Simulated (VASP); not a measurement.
The system is CdF2.

```
CELL_PARAMETERS angstrom
0.00000 2.69400 2.69400
2.69400 0.00000 2.69400
2.69400 2.69400 0.00000
ATOMIC_POSITIONS crystal
Cd 0.00000 0.00000 0.00000
F 0.25000 0.25000 0.25000
F 0.75000 0.75000 0.75000
```

* Program: VASP 6.6.1
* Task: relaxation of cell and atoms
* Functional: PBE
* Dispersion: D3(BJ)
* Potentials or basis: VASP PAW PBE potentials, release 64 (Cd, F)
* Cutoff: 600 eV
* k mesh: 8 × 8 × 8
* Occupations: fermi-dirac, width 0.02 eV
* Spin: no spin polarisation

At the start: pressure 3.9 GPa; volume 13.03 Å³/atom.

Q: Where does the relaxation end?

A: Over 3 steps the energy falls by 5.7 meV/atom and the volume is 13.52 Å³/atom (+3.7 %); space group Fm-3m (No. 225, to 0.1 Å) before and after.

Step by step:
```csv
step,energy change (eV),largest force (eV/Å),pressure (GPa),volume (Å³)
1,0.0000,0.0000,3.93,39.10
2,-0.0160,0.0000,-0.92,40.94
3,-0.0172,0.0000,0.00,40.55
```

Final structure:
```cif
data_structure
_symmetry_space_group_name_H-M 'P 1'
_symmetry_Int_Tables_number 1
_cell_length_a 3.8564
_cell_length_b 3.8564
_cell_length_c 3.8564
_cell_angle_alpha 60.000
_cell_angle_beta 60.000
_cell_angle_gamma 60.000
_cell_volume 40.55
loop_
_atom_site_label
_atom_site_type_symbol
_atom_site_fract_x
_atom_site_fract_y
_atom_site_fract_z
_atom_site_occupancy
Cd1 Cd 0.00000 0.00000 0.00000 1
F1 F 0.25000 0.25000 0.25000 1
F2 F 0.75000 0.75000 0.75000 1
```
